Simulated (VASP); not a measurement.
# WSe2: single point with PBE

Slab: WSe2, a slab with vacuum.

```xyz
3
Lattice="3.3179 0.0000 0.0000 -1.6590 2.8734 0.0000 0.0000 0.0000 16.6581" Properties=species:S:1:pos:R:3 pbc="T T T"
W     0.0000    0.0000    0.0000
Se    0.0000    1.9156    1.6623
Se    0.0000    1.9156   14.9959
```

* Program: VASP 6.6.1
* Task: single point
* Functional: PBE
* Potentials or basis: VASP PAW PBE potentials, release 64 (W_sv, Se)
* Cutoff: 520 eV
* k mesh: 12 × 12 × 2
* Occupations: gaussian, width 0.05 eV
* Spin: no spin polarisation
* Dipole correction: no
* Further INCAR settings: ALGO = Normal; EDIFF = 1e-06; NBANDS = 20

```json
{
  "Largest force": "0.339 eV/Å",
  "Band gap on the k mesh": "1.52 eV, direct"
}
```

Forces on the atoms (eV/Å):
```
W    0.000  0.000  0.000
Se   0.000  0.000  0.339
Se   0.000  0.000 -0.339
```

Levels at points of the mesh, in eV from the valence-band top:
| k point | band 10 | band 11 | band 12 | band 13 | band 14 | band 15 | band 16 | band 17 |
| --- | --- | --- | --- | --- | --- | --- | --- | --- |
| (0.00, 0.00, 0.00) | -2.10 | -1.28 | -1.28 | -0.27 | 2.93 | 2.93 | 3.13 | 3.13 |
| (0.50, 0.00, 0.00) | -3.02 | -2.07 | -0.98 | -0.97 | 2.35 | 2.74 | 3.73 | 4.38 |
| (0.00, 0.00, 0.50) | -2.10 | -1.28 | -1.28 | -0.27 | 2.93 | 2.93 | 3.13 | 3.13 |
| (0.50, 0.00, 0.50) | -3.02 | -2.07 | -0.98 | -0.97 | 2.35 | 2.74 | 3.73 | 4.38 |

Wall time 2.8 min on 1 thread of Intel(R) Xeon(R) Platinum 8488C (Sapphire Rapids) (shared host), peak memory 0.36 GiB.

Caveat: spin-orbit coupling is left out, which moves the levels of the heavy elements.
